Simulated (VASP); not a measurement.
Here is a VASP 6.6.1 calculation.

File INCAR:

```
SYSTEM = NaI
  PREC = Accurate
  ENCUT = 520
  EDIFF = 1E-7
  ISMEAR = 0
  SIGMA = 0.05
  LREAL = .False.
  LASPH = .True.
  NELM = 60
  ALGO = Normal
  ISIF = 2
  LWAVE = .False.
  LCHARG = .False.
  GGA = PE
  NBANDS = 14
```

File KPOINTS:

```
regular mesh
0
Gamma
  8 8 8
  0 0 0
```

Contents of POSCAR:

```
NaI
1.0
    0.0000000000      3.2364000000      3.2364000000
    3.2364000000      0.0000000000      3.2364000000
    3.2364000000      3.2364000000      0.0000000000
Na I
1 1
Direct
    0.0000000000      0.0000000000      0.0000000000
    0.5000000000      0.5000000000      0.5000000000
```

Potentials or basis: VASP PAW PBE potentials, release 64 (Na_pv, I).

Command:

```bash
$ cat potpaw_PBE.64/Na_pv/POTCAR potpaw_PBE.64/I/POTCAR > POTCAR
$ mpirun -np 1 vasp_std > vasp.out
```

Problem. Estimate the pressure.

Solution. 0.4 GPa.

Problem. What does it give for the band gap on the k mesh?

Solution. 3.64 eV, direct.

Caveat: spin-orbit coupling is left out, which moves the levels of the heavy elements.
